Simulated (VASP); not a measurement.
# O (C2/m) in VASP: further runs, part 2 of 2

VASP 6.6.1. Earlier steps stand in the parts before.

**5. Single point, r2SCAN**

This run uses another cell than the first one, of 18.33 Å³/atom, 1.060 times its volume.

The input, POSCAR:

```
O
1.0
    2.9073269111     -1.6950206086      0.0000000000
    2.9073269111      1.6950206086      0.0000000000
   -2.4414541381      0.0000000000      3.7185791300
O
2
Direct
    0.9745461700      0.9745461700      0.8444259800
    0.0254538300      0.0254538300      0.1555740200
```

The input, INCAR.step1:

```
SYSTEM = O
ALGO = Normal
EDIFF = 1E-4
ENCUT = 520
GGA = PE
ISMEAR = -1
LASPH = .True.
LCHARG = .False.
LREAL = .False.
LWAVE = .True.
NBANDS = 13
NELM = 80
PREC = Accurate
SIGMA = 0.05
```

The input, INCAR.step2:

```
SYSTEM = O
ALGO = Normal
EDIFF = 1E-6
ENCUT = 520
ISIF = 2
ISMEAR = -1
ISTART = 1
LASPH = .True.
LCHARG = .False.
LMIXTAU = .True.
LREAL = .False.
LWAVE = .False.
METAGGA = R2SCAN
NBANDS = 13
NELM = 80
PREC = Accurate
SIGMA = 0.05
```

The input, KPOINTS:

```
k-points
0
Gamma
  10 10 7
  0 0 0
```

Potentials or basis: VASP PAW PBE potentials, release 64 (O).

Started as:

```console
$ cat potpaw_PBE.64/O/POTCAR > POTCAR
$ cp INCAR.step1 INCAR
$ mpirun -np 1 vasp_std > vasp.out
$ cp INCAR.step2 INCAR
$ mpirun -np 1 vasp_std > vasp.out
```

OUTCAR:

```text
SYSTEM = O
   EDIFF = 1E-6
   ENCUT = 520
   ISIF = 2
   ISMEAR = -1
   ISTART = 1
   LASPH = .True.
   LREAL = .False.
   METAGGA = R2SCAN
   NELM = 80
   PREC = Accurate

 ion  position               nearest neighbor table
   1  0.975  0.975  0.844-   2 1.25
   2  0.025  0.025  0.156-   1 1.25

  LATTYP: Found a base centered monoclinic cell.
 ALAT       =     5.8146538222
 B/A-ratio  =     0.5830168607
 C/A-ratio  =     0.7650377976
 COS(beta)  =    -0.5488350190

  Lattice vectors:

 A1 = (   2.9073269111,  -1.6950206086,   0.0000000000)
 A2 = (   2.9073269111,   1.6950206086,   0.0000000000)
 A3 = (  -2.4414541381,   0.0000000000,   3.7185791300)

Analysis of symmetry for initial positions (statically):
=====================================================================
 Subroutine PRICEL returns:
 Original cell was already a primitive cell.

 Routine SETGRP: Setting up the symmetry group for a
 base centered monoclinic supercell.

 Subroutine GETGRP returns: Found  4 space group operations
 (whereof  4 operations were pure point group operations)
 out of a pool of  4 trial point group operations.

The static configuration has the point symmetry C_2h.

Analysis of symmetry for dynamics (positions and initial velocities):
=====================================================================
 Subroutine PRICEL returns:
 Original cell was already a primitive cell.

 Routine SETGRP: Setting up the symmetry group for a
 base centered monoclinic supercell.

 Subroutine GETGRP returns: Found  4 space group operations
 (whereof  4 operations were pure point group operations)
 out of a pool of  4 trial point group operations.

The dynamic configuration has the point symmetry C_2h.

 Subroutine INISYM returns: Found  4 space group operations
 (whereof  4 operations are pure point group operations),
 and found     1 'primitive' translations

[... 119 lines left out ...]
   METAGGA = R2SCAN    functional components
   LHFCALC =     F    Hartree Fock is set to
   AEXX    =    0.0000 exact exchange contribution
   IVDW    =     0    specifies the selected vdW correction
   LEPSILON=     F    determine dielectric tensor
   LRPA    =     F    only Hartree local field effects (RPA)
 non-spin polarized calculation
  energy-cutoff  :      520.00
  volume of cell :       36.65
 maximum number of plane-waves:      1005
 NGX is ok and might be reduce to    28
   NGX = 13   NGY = 13   NGZ = 17

 number of electron      12.0000001 magnetization

 Free energy of the ion-electron system (eV)
  ---------------------------------------------------
  ext. energy  EPLUGINS =         0.00000000
  ---------------------------------------------------
  free energy    TOTEN  =       -10.52128168 eV

  energy without entropy =      -10.46308117  energy(sigma->0) =      -10.49218142

 E-fermi :  -2.5774     XC(G=0):  -7.4965

 val. band max:       -2.5776004520   @ k =   0.4000   0.3000   0.0000
 cond. band min:      -2.5757667714   @ k =  -0.2000   0.2000   0.0000
 fundamental gap:      0.0018336806
 Fermi energy:        -2.5773784816

 k-point     1 :       0.0000    0.0000    0.0000
  band No.  band energies     occupation
      1     -29.6935      2.00000
      2     -17.3643      2.00000
      3     -10.3221      2.00000
      4      -8.7603      2.00000
      5      -8.7254      2.00000
      6      -2.6646      1.70246
      7      -2.4105      0.06857
      8       4.6792      0.00000
      9       7.8955      0.00000
     10      12.4125      0.00000
     11      13.4498      0.00000
     12      16.4001      0.00000
     13      17.3222      0.00000
[... 354 lines left out ...]
  band No.  band energies     occupation
      1     -29.5980      2.00000
      2     -17.4996      2.00000
      3     -10.0010      2.00000
      4      -9.3534      2.00000
      5      -9.0322      2.00000
      6      -2.5776      1.00222
      7      -2.3187      0.01127
      8       7.0229      0.00000
      9       8.0575      0.00000
     10       9.7991      0.00000
     11      11.4961      0.00000
     12      13.6141      0.00000
     13      16.1493      0.00000

 [... further k-points ...]

------------------------ aborting loop because EDIFF is reached ----------------------------------------

  FORCE on cell =-STRESS in cart. coord.  units (eV):
  Direction    XX          YY          ZZ          XY          YZ          ZX
  --------------------------------------------------------------------------------------
  -------------------------------------------------------------------------------------
  Total       -0.5519694     -0.9387248     -2.2438409      0.0000000      0.0000000      0.7750962
  in kB      -24.1295788    -41.0367520    -98.0904574      0.0000000      0.0000000     33.8836586
  external PRESSURE =     -54.4189294 kB  Pullay stress =       0.0000000 kB

 VOLUME and BASIS-vectors are now :
 -----------------------------------------------------------------------------
  energy-cutoff  :      520.00
  volume of cell :       36.65
      direct lattice vectors                 reciprocal lattice vectors
     2.907326911 -1.695020609  0.000000000     0.171979284 -0.294981664  0.112913970
     2.907326911  1.695020609  0.000000000     0.171979284  0.294981664  0.112913970
    -2.441454138  0.000000000  3.718579130     0.000000000  0.000000000  0.268919919

 POSITION                                       TOTAL-FORCE (eV/Angst)
 -----------------------------------------------------------------------------------
      3.60502      0.00000      3.14006        -0.664365      0.000000      1.289104
     -0.23182      0.00000      0.57851         0.664365      0.000000     -1.289104
 -----------------------------------------------------------------------------------
    total drift:                                0.000000      0.000000      0.000000

  FREE ENERGIE OF THE ION-ELECTRON SYSTEM (eV)
  ---------------------------------------------------
  free  energy   TOTEN  =       -10.5212816753 eV

  energy  without entropy=      -10.4630811697  energy(sigma->0) =      -10.49218142
```

OUTCAR.step1:

```text
SYSTEM = O
   EDIFF = 1E-4
   ENCUT = 520
   GGA = PE
   ISMEAR = -1
[... 609 lines left out ...]
      3.60502      0.00000      3.14006        -0.440931      0.000000      0.714630
     -0.23182      0.00000      0.57851         0.440931      0.000000     -0.714630
 -----------------------------------------------------------------------------------
    total drift:                                0.000000      0.000000      0.000000

  FREE ENERGIE OF THE ION-ELECTRON SYSTEM (eV)
  ---------------------------------------------------
  free  energy   TOTEN  =        -9.0497778407 eV

  energy  without entropy=       -8.9909013018  energy(sigma->0) =       -9.02033957
```

It took 6.1 min on 1 thread of Intel Xeon Platinum 8259CL at 2.50GHz (Skylake/Cascade Lake), shared host; peak memory 0.21 GiB.

Results:

```yaml
Free_energy: -10.5213 eV
Pressure: -5.4 GPa
Largest_force: 1.450 eV/Å
Band_gap_on_the_k_mesh: zero (band 6 reaches -2.46 eV, above the bottom of band 7 at -2.70 eV)
```

Forces in eV/Å, atoms in the order of the input:
```
O   -0.664  0.000  1.289
O    0.664  0.000 -1.289
```

Stress tensor (GPa, compression positive):
```
-2.41  0.00  3.39
 0.00 -4.10  0.00
 3.39  0.00 -9.81
```

Levels at points of the mesh, in eV from the Fermi level:
| k point | band 4 | band 5 | band 6 | band 7 | band 8 | band 9 |
| --- | --- | --- | --- | --- | --- | --- |
| (0.00, 0.00, 0.00) | -6.18 | -6.15 | -0.09 | 0.17 | 7.26 | 10.47 |
| (0.50, 0.00, 0.00) | -7.19 | -6.29 | -0.25 | 0.12 | 10.06 | 11.11 |
| (0.50, 0.50, 0.00) | -7.10 | -6.50 | -0.01 | 0.34 | 9.85 | 11.27 |

Caveat: the standard files for N, O and F lose accuracy on very short bonds; spin is off for a triplet molecule; the PAW data sets were made with another functional, which shifts forces and pressure a little.

**6. Single point, PBE**

The input, INCAR:

```
PREC     = Accurate       # precision mode
ENCUT    = 520            # plane-wave cutoff, eV
EDIFF    = 1E-6           # SCF threshold, eV
ISMEAR   = -1             # smearing method
SIGMA    = 0.05           # smearing width, eV
LREAL    = F              # projectors in reciprocal space
LASPH    = T              # aspherical terms in the spheres
NELM     = 60             # most SCF steps
ALGO     = Normal         # electronic algorithm
ISIF     = 2              # what is computed and relaxed
LWAVE    = F              # write WAVECAR
LCHARG   = F              # write CHGCAR
GGA      = PE             # functional
NBANDS   = 13             # bands
```

The input, KPOINTS:

```
regular mesh
0
Gamma
  10 10 7
```

The input, POSCAR:

```
O
1.0
    2.8514028533     -1.6624159400      0.0000000000
    2.8514028533      1.6624159400      0.0000000000
   -2.3944914034      0.0000000000      3.6470501824
O
2
Direct
    0.9745461700      0.9745461700      0.8444259800
    0.0254538300      0.0254538300      0.1555740200
```

Potentials or basis: VASP PAW PBE potentials, release 64 (O).

Started as:

```console
$ cat potpaw_PBE.64/O/POTCAR > POTCAR
$ mpirun -np 1 vasp_std > vasp.out
```

It took 46 s on 1 thread of Intel Xeon Platinum 8124M at 3.00GHz (Skylake/Cascade Lake), shared host; peak memory 0.2 GiB.

The run converged. Its results:

- Free energy: -9.0694 eV
- Pressure: -0.2 GPa
- Largest force: 0.854 eV/Å
- Band gap on the k mesh: zero (band 6 reaches -1.71 eV, above the bottom of band 7 at -1.98 eV)

Forces on the atoms (eV/Å):
```
O    0.161  0.000 -0.839
O   -0.161  0.000  0.839
```

Stress tensor (GPa, compression positive):
```
 0.71  0.00 -0.81
 0.00 -3.21  0.00
-0.81  0.00  1.81
```

Levels at points of the mesh, in eV from the Fermi level:
| k point | band 2 | band 3 | band 4 | band 5 | band 6 | band 7 | band 8 | band 9 | band 10 | band 11 |
| --- | --- | --- | --- | --- | --- | --- | --- | --- | --- | --- |
| (0.00, 0.00, 0.00) | -13.77 | -7.79 | -6.26 | -6.22 | -0.09 | 0.18 | 6.72 | 10.46 | 14.29 | 15.47 |
| (0.50, 0.00, 0.00) | -13.80 | -7.36 | -7.30 | -6.38 | -0.28 | 0.13 | 9.80 | 10.77 | 11.28 | 14.92 |
| (0.50, 0.50, 0.00) | -13.99 | -7.27 | -7.09 | -6.60 | -0.02 | 0.37 | 9.75 | 10.68 | 11.58 | 12.42 |

Caveat: the standard files for N, O and F lose accuracy on very short bonds; spin is off for a triplet molecule.

**7. Overview**

| level | cell | gap on the mesh (eV) | pressure (GPa) | largest force (eV/Å) |
| --- | --- | --- | --- | --- |
| r2SCAN | a = 3.301, b = 3.301, c = 4.363 Å, angles 118.3, 118.3, 60.5°, 2 atoms | none | -2.6 | 0.30 |
| r2SCAN | a = 3.322, b = 3.322, c = 4.392 Å, angles 118.3, 118.3, 60.5°, 2 atoms | none | -3.7 | 0.39 |
| r2SCAN | a = 3.344, b = 3.344, c = 4.420 Å, angles 118.3, 118.3, 60.5°, 2 atoms | none | -4.6 | 0.93 |
| r2SCAN | a = 3.365, b = 3.365, c = 4.448 Å, angles 118.3, 118.3, 60.5°, 2 atoms | none | -5.4 | 1.45 |
| PBE | a = 3.301, b = 3.301, c = 4.363 Å, angles 118.3, 118.3, 60.5°, 2 atoms | none | -0.2 | 0.85 |

Alike in all rows: task single point; potentials or basis VASP PAW PBE potentials, release 64 (O); no spin polarisation; k mesh 10 × 10 × 7; cutoff (eV) 520; smearing fermi-dirac 0.05 eV.

Caveats: the standard files for N, O and F lose accuracy on very short bonds; spin is off for a triplet molecule; the PAW data sets were made with another functional, which shifts forces and pressure a little (some runs).

Absolute energies hang on the potentials; compare differences alone.
